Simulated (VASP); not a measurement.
# Ge4MoW (P4/mmm) in VASP: notebook, part 2 of 2

VASP 6.6.1. The steps go on from the part before.

**4. Relaxation of cell and atoms, PBE**

Contents of INCAR:

```
PREC     = Accurate       # precision mode
ENCUT    = 600            # plane-wave cutoff, eV
EDIFF    = 1E-6           # SCF threshold, eV
ISMEAR   = 0              # smearing method
SIGMA    = 0.1            # smearing width, eV
LREAL    = F              # projectors in reciprocal space
LASPH    = T              # aspherical terms in the spheres
NELM     = 100            # most SCF steps
ALGO     = Normal         # electronic algorithm
ISIF     = 3              # what is computed and relaxed
LWAVE    = F              # write WAVECAR
LCHARG   = F              # write CHGCAR
GGA      = PE             # functional
IBRION   = 2              # ionic algorithm
NSW      = 90             # ionic steps
EDIFFG   = -0.04          # ionic threshold
```

Contents of KPOINTS:

```
regular mesh
0
Gamma
  6 6 2
```

Contents of POSCAR:

```
Ge4MoW
1.0
    3.5719895200      0.0000000000      0.0000000000
    0.0000000000      3.5719895200      0.0000000000
    0.0000000000      0.0000000000      8.8137771400
Ge Mo W
4 1 1
Direct
    0.0000000000      0.0000000000      0.3332999900
    0.5000000000      0.5000000000      0.8332999900
    0.0000000000      0.0000000000      0.6667000100
    0.5000000000      0.5000000000      0.1667000100
    0.5000000000      0.5000000000      0.5000000000
    0.0000000000      0.0000000000      0.0000000000
```

Potentials or basis: VASP PAW PBE potentials, release 64 (Ge_d, Mo_sv, W_sv).

Run with:

```console
$ cat potpaw_PBE.64/Ge_d/POTCAR potpaw_PBE.64/Mo_sv/POTCAR potpaw_PBE.64/W_sv/POTCAR > POTCAR
$ mpirun -np 1 vasp_std > vasp.out
```

OUTCAR:

```text
PREC = Accurate
   ENCUT = 600
   EDIFF = 1E-6
   ISMEAR = 0
   LREAL = F
   LASPH = T
   NELM = 100
   ISIF = 3
   GGA = PE
   IBRION = 2
   NSW = 90
   EDIFFG = -0.04

 ion  position               nearest neighbor table
   1  0.000  0.000  0.333-   5 2.92   5 2.92   5 2.92   5 2.92   6 2.94
   2  0.500  0.500  0.833-   6 2.92   6 2.92   6 2.92   6 2.92   5 2.94
   3  0.000  0.000  0.667-   5 2.92   5 2.92   5 2.92   5 2.92   6 2.94
   4  0.500  0.500  0.167-   6 2.92   6 2.92   6 2.92   6 2.92   5 2.94
   5  0.500  0.500  0.500-   1 2.92   3 2.92   1 2.92   3 2.92   1 2.92   3 2.92   1 2.92   3 2.92
                             2 2.94   4 2.94
   6  0.000  0.000  0.000-   2 2.92   4 2.92   2 2.92   4 2.92   2 2.92   4 2.92   2 2.92   4 2.92
                             3 2.94   1 2.94

  LATTYP: Found a simple tetragonal cell.
 ALAT       =     3.5719895200
 C/A-ratio  =     2.4674700445

  Lattice vectors:

 A1 = (   3.5719895200,   0.0000000000,   0.0000000000)
 A2 = (   0.0000000000,   3.5719895200,   0.0000000000)
 A3 = (   0.0000000000,   0.0000000000,   8.8137771400)

Analysis of symmetry for initial positions (statically):
=====================================================================
 Subroutine PRICEL returns:
 Original cell was already a primitive cell.

 Routine SETGRP: Setting up the symmetry group for a
 simple tetragonal supercell.

 Subroutine GETGRP returns: Found 16 space group operations
 (whereof 16 operations were pure point group operations)
 out of a pool of 16 trial point group operations.

The static configuration has the point symmetry D_4h.

Analysis of symmetry for dynamics (positions and initial velocities):
=====================================================================
 Subroutine PRICEL returns:
 Original cell was already a primitive cell.

 Routine SETGRP: Setting up the symmetry group for a
 simple tetragonal supercell.

 Subroutine GETGRP returns: Found 16 space group operations
 (whereof 16 operations were pure point group operations)
 out of a pool of 16 trial point group operations.

The dynamic configuration has the point symmetry D_4h.

 Subroutine INISYM returns: Found 16 space group operations
 (whereof 16 operations are pure point group operations),
 and found     1 'primitive' translations

----------------------------------------------------------------------------------------

                                     Primitive cell

  volume of cell :     112.4559

  direct lattice vectors                    reciprocal lattice vectors
     3.571989520  0.000000000  0.000000000     0.279956029  0.000000000  0.000000000
     0.000000000  3.571989520  0.000000000     0.000000000  0.279956029  0.000000000
     0.000000000  0.000000000  8.813777140     0.000000000  0.000000000  0.113458734

  length of vectors
     3.571989520  3.571989520  8.813777140     0.279956029  0.279956029  0.113458734

  position of ions in fractional coordinates (direct lattice)
     0.000000000  0.000000000  0.333299990
     0.500000000  0.500000000  0.833299990
     0.000000000  0.000000000  0.666700010
     0.500000000  0.500000000  0.166700010
     0.500000000  0.500000000  0.500000000
     0.000000000  0.000000000  0.000000000

  ion indices of the primitive-cell ions
   primitive index   ion index
                 1           1
                 2           2
                 3           3
                 4           4
                 5           5
                 6           6

[... 59 lines left out ...]
   ICHARG =      2    charge: 1-file 2-atom 10-const
   ISPIN  =      1    spin polarized calculation?
   LNONCOLLINEAR =      F non collinear calculations
   LSORBIT =      F    spin-orbit coupling
   LASPH  =      T    aspherical Exc in radial PAW
   ENCUT  =  600.0 eV  44.10 Ry    6.64 a.u.   7.13  7.13 17.60*2*pi/ulx,y,z
   NELM   =    100;   NELMIN=  2; NELMDL= -5     # of ELM steps
   EDIFF  = 0.1E-05   stopping-criterion for ELM
   LREAL  =      F    real-space projection
   EDIFFG = -.4E-01   stopping-criterion for IOM
   NSW    =     90    number of steps for IOM
   IBRION =      2    ionic relax: 0-MD 1-quasi-New 2-CG
   NFREE  =      1    steps in history (QN), initial steepest desc. (CG)
   ISIF   =      3    stress and relaxation
   ISYM   =      2    0-nonsym 1-usesym 2-fastsym
   POTIM  = 0.5000    time-step for ionic-motion
   TEBEG  =    0.0;   TEEND  =   0.0 temperature during run
   PSTRESS=    0.0 pullay stress
   NELECT =      84.0000    total number of electrons
   NUPDOWN=      -1.0000    fix difference up-down
   EMIN   =  10.00;   EMAX   =-10.00  energy-range for DOS
   EFERMI =   0.00;   METHOD = LEGACY
   ISMEAR =     0;   SIGMA  =   0.10  broadening in eV -4-tet -1-fermi 0-gaus
   EFERMI_NEDOS =   21; number of points for ismear=-14 and -15
   IALGO  =     38    algorithm
   IMIX   =      4    mixing-type and parameters
     AMIX     =   0.40;   BMIX     =  1.00
     AMIX_MAG =   1.60;   BMIX_MAG =  1.00
  volume/ion in A,a.u.               =      18.74       126.48
  Fermi-wavevector in a.u.,A,eV,Ry     =   1.485390  2.806980 30.019664  2.206383
  Thomas-Fermi vector in A             =   2.598808
   LORBIT       =      0    0 simple, 1 ext, 2 COOP (PROOUT), +10 PAW based schemes
   GGA     = PE    functional components
   LHFCALC =     F    Hartree Fock is set to
   AEXX    =    0.0000 exact exchange contribution
   IVDW    =     0    specifies the selected vdW correction
   LEPSILON=     F    determine dielectric tensor
   LRPA    =     F    only Hartree local field effects (RPA)
 conjugate gradient relaxation of ions
 non-spin polarized calculation
 Gauss-broadening in eV      SIGMA  =   0.10
  energy-cutoff  :      600.00
  volume of cell :      112.46
 maximum number of plane-waves:      3804
 NGX is ok and might be reduce to    30
   NGX = 15   NGY = 15   NGZ = 35

--------------------------------------- Ionic step        1  -------------------------------------------

 number of electron      83.9999985 magnetization

 Free energy of the ion-electron system (eV)
  ---------------------------------------------------
  ext. energy  EPLUGINS =         0.00000000
  ---------------------------------------------------
  free energy    TOTEN  =       -40.52872208 eV

  energy without entropy =      -40.51243015  energy(sigma->0) =      -40.52057612

------------------------ aborting loop because EDIFF is reached ----------------------------------------

  FORCE on cell =-STRESS in cart. coord.  units (eV):
  Direction    XX          YY          ZZ          XY          YZ          ZX
  --------------------------------------------------------------------------------------
  -------------------------------------------------------------------------------------
  Total      -14.1423282    -14.1423282    -15.2053547      0.0000000      0.0000000     -0.0000000
  in kB     -201.4879492   -201.4879492   -216.6330533      0.0000000      0.0000000     -0.0000000
  external PRESSURE =    -206.5363172 kB  Pullay stress =       0.0000000 kB
[... 101 lines left out ...]
  FREE ENERGIE OF THE ION-ELECTRON SYSTEM (eV)
  ---------------------------------------------------
  free  energy   TOTEN  =       -42.1322592384 eV

  energy  without entropy=      -42.1181114041  energy(sigma->0) =      -42.12518532

 E-fermi :  10.0289     XC(G=0): -12.8114

 val. band max:       10.0042438224   @ k =   0.1667   0.0000   0.0000
 cond. band min:      10.0982236701   @ k =   0.5000   0.3333   0.5000
 fundamental gap:      0.0939798477
 Fermi energy:        10.0288658166

 k-point     1 :       0.0000    0.0000    0.0000
  band No.  band energies     occupation
      1     -63.9910      2.00000
      2     -50.7564      2.00000
      3     -28.2133      2.00000
      4     -28.1766      2.00000
      5     -28.1766      2.00000
      6     -24.8676      2.00000
[... 1049 lines left out ...]
     49      14.1762      0.00000
     50      14.1762      0.00000

[... ionic steps 4 to 9 ...]

--------------------------------------- Ionic step       10  -------------------------------------------

 number of electron      83.9999981 magnetization

------------------------ aborting loop because EDIFF is reached ----------------------------------------
[... 75 lines left out ...]
--------------------------------------- Ionic step       12  -------------------------------------------

 number of electron      83.9999981 magnetization

 Free energy of the ion-electron system (eV)
  ---------------------------------------------------
  ext. energy  EPLUGINS =         0.00000000
  ---------------------------------------------------
  free energy    TOTEN  =       -42.15973505 eV

  energy without entropy =      -42.14620459  energy(sigma->0) =      -42.15296982

 E-fermi :   9.9374     XC(G=0): -12.7730

 val. band max:        9.9159831551   @ k =   0.1667   0.0000   0.0000
 cond. band min:      10.0081157346   @ k =   0.5000   0.3333   0.5000
 fundamental gap:      0.0921325795
 Fermi energy:         9.9373911324

 k-point     1 :       0.0000    0.0000    0.0000
  band No.  band energies     occupation
      1     -64.0970      2.00000
      2     -50.8580      2.00000
      3     -28.3103      2.00000
      4     -28.2820      2.00000
      5     -28.2820      2.00000
      6     -24.9601      2.00000
[... 1082 lines left out ...]
  FREE ENERGIE OF THE ION-ELECTRON SYSTEM (eV)
  ---------------------------------------------------
  free  energy   TOTEN  =       -42.1597350546 eV

  energy  without entropy=      -42.1462045870  energy(sigma->0) =      -42.15296982

 reached required accuracy - stopping structural energy minimisation
```

Wall time 19 min (1 thread of Intel Xeon Platinum 8488C (Sapphire Rapids), shared host); peak memory 0.33 GiB.

Results:

- Free energy: -42.1597 eV
- Relaxed volume: 15.45 Å³/atom
- Relaxed cell: a = 3.339 Å, b = 3.339 Å, c = 8.317 Å, α = 90.00°, β = 90.00°, γ = 90.00°
- Space group after relaxing (to 0.05 Å): P4/mmm (No. 123)
- Energy gained by relaxing: 271.8 meV/atom
- Ionic steps: 12
- Pressure after relaxing: -0.1 GPa
- Largest force after relaxing: 0.007 eV/Å
- Band gap on the k mesh: zero (band 42 reaches 10.45 eV, above the bottom of band 43 at 9.58 eV)

Forces on the atoms (eV/Å):
```
Ge   0.000  0.000 -0.004
Ge   0.000  0.000 -0.007
Ge   0.000  0.000  0.004
Ge   0.000  0.000  0.007
Mo   0.000  0.000  0.000
W    0.000  0.000  0.000
```

Step by step:
```
step  energy change (eV)  largest force (eV/Å)  pressure (GPa)  volume (Å³)
   1              0.0000                0.7681          -20.65       112.46
   2              0.2309                0.8886           45.88        77.54
   3             -1.6035                0.4656           -1.08        93.05
   4             -1.6058                0.4457            0.03        92.53
   5             -1.6055                0.4331            0.72        92.16
   6             -1.6280                0.1337            0.94        92.11
   7             -1.6287                0.0751            0.98        92.10
   8             -1.6289                0.0228           -1.36        93.28
   9             -1.6309                0.0450            0.05        92.74
  10             -1.6308                0.0413           -0.23        92.79
  11             -1.6308                0.0444           -0.14        92.76
  12             -1.6310                0.0065           -0.08        92.73
```

Final structure:
```
Ge Mo W
1.0
     3.33904    0.00000    0.00000
     0.00000    3.33904    0.00000
     0.00000    0.00000    8.31684
Ge Mo W
4 1 1
Direct
  0.00000 0.00000 0.33879
  0.50000 0.50000 0.83708
  0.00000 0.00000 0.66121
  0.50000 0.50000 0.16292
  0.50000 0.50000 0.50000
  0.00000 0.00000 0.00000
```

Caveat: the volume moved by over 15 % at a fixed basis, so the end points are rough; spin-orbit coupling is left out, which moves the levels of the heavy elements.

**5. Single point, PBE**

This run uses another cell than the first one, of 15.41 Å³/atom, 0.822 times its volume.

Contents of INCAR:

```
SYSTEM = Ge4MoW
PREC = Accurate ; ENCUT = 520
EDIFF = 1E-6 ; ISMEAR = 0
SIGMA = 0.1 ; LREAL = .False.
LASPH = .True. ; NELM = 80
ALGO = Normal ; ISIF = 2
LWAVE = .False. ; LCHARG = .False.
GGA = PE ; NBANDS = 51
```

Contents of KPOINTS:

```
Automatic mesh
0
Gamma
  12 12 6
  0 0 0
```

Contents of POSCAR:

```
Ge4MoW
1.0
    3.3397533849      0.0000000000      0.0000000000
    0.0000000000      3.3397533849      0.0000000000
    0.0000000000      0.0000000000      8.2881906393
Ge Mo W
4 1 1
Direct
    0.0000000000      0.0000000000      0.3385551252
    0.5000000000      0.5000000000      0.8372644874
    0.0000000000      0.0000000000      0.6614448748
    0.5000000000      0.5000000000      0.1627355126
    0.5000000000      0.5000000000      0.5000000000
    0.0000000000      0.0000000000      0.0000000000
```

Run with:

```console
$ cat potpaw_PBE.64/Ge_d/POTCAR potpaw_PBE.64/Mo_sv/POTCAR potpaw_PBE.64/W_sv/POTCAR > POTCAR
$ mpirun -np 1 vasp_std > vasp.out
```

Run time: 7.9 min. Hardware: 1 thread of Intel Xeon Platinum 8488C (Sapphire Rapids), shared host; peak memory 0.54 GiB.

It converged, with:

- Free energy: -42.1465 eV
- Pressure: 0.3 GPa
- Largest force: 0.008 eV/Å
- Band gap on the k mesh: zero (band 42 reaches 10.81 eV, above the bottom of band 43 at 9.66 eV)

Forces on the atoms (eV/Å):
```
Ge   0.000  0.000 -0.008
Ge   0.000  0.000 -0.008
Ge   0.000  0.000  0.008
Ge   0.000  0.000  0.008
Mo   0.000  0.000  0.000
W    0.000  0.000  0.000
```

Levels at points of the mesh, in eV from the Fermi level:
| k point | band 39 | band 40 | band 41 | band 42 | band 43 | band 44 | band 45 | band 46 |
| --- | --- | --- | --- | --- | --- | --- | --- | --- |
| (0.00, 0.00, 0.00) | -0.48 | -0.48 | -0.48 | -0.48 | 0.37 | 0.73 | 2.51 | 2.55 |
| (0.50, 0.00, 0.00) | -2.26 | -2.21 | -0.31 | -0.12 | 1.62 | 2.14 | 2.25 | 2.57 |
| (0.50, 0.50, 0.00) | -2.73 | -2.73 | -1.27 | -1.27 | 1.79 | 2.00 | 2.35 | 2.44 |
| (0.00, 0.00, 0.50) | -1.85 | -1.85 | 0.37 | 0.41 | 0.66 | 0.73 | 1.46 | 1.46 |
| (0.50, 0.00, 0.50) | -2.19 | -2.17 | -0.16 | 0.05 | 1.76 | 2.22 | 2.56 | 2.94 |
| (0.50, 0.50, 0.50) | -2.06 | -2.06 | -1.90 | -1.90 | -0.42 | -0.32 | 1.79 | 2.44 |

Caveat: spin-orbit coupling is left out, which moves the levels of the heavy elements.

**6. Summary**

```tsv
task	cell	k mesh	cutoff (eV)	gap on the mesh (eV)	pressure (GPa)	largest force (eV/Å)
single point	a = 3.572, b = 3.572, c = 8.814 Å, 6 atoms	6 × 6 × 2	520	none	-20.7	0.77
single point	a = 3.336, b = 3.336, c = 8.315 Å, 6 atoms	6 × 6 × 2	520	none	0.2	-
relaxation of cell and atoms	relaxed from a = 3.572, b = 3.572, c = 8.814 Å, 6 atoms	6 × 6 × 2	600	none	-0.1	0.01
single point	a = 3.340, b = 3.340, c = 8.288 Å, 6 atoms	12 × 12 × 6	520	none	0.3	0.01
```

Alike in all rows: level PBE; potentials or basis VASP PAW PBE potentials, release 64 (Ge_d, Mo_sv, W_sv); no spin polarisation; smearing gaussian 0.1 eV.

Caveats: some runs use coarse meshes; spin-orbit coupling is left out, which moves the levels of the heavy elements; the volume moved by over 15 % at a fixed basis, so the end points are rough (some runs).

Total energies depend on the potentials used, so only differences within one code and one set of settings carry meaning.
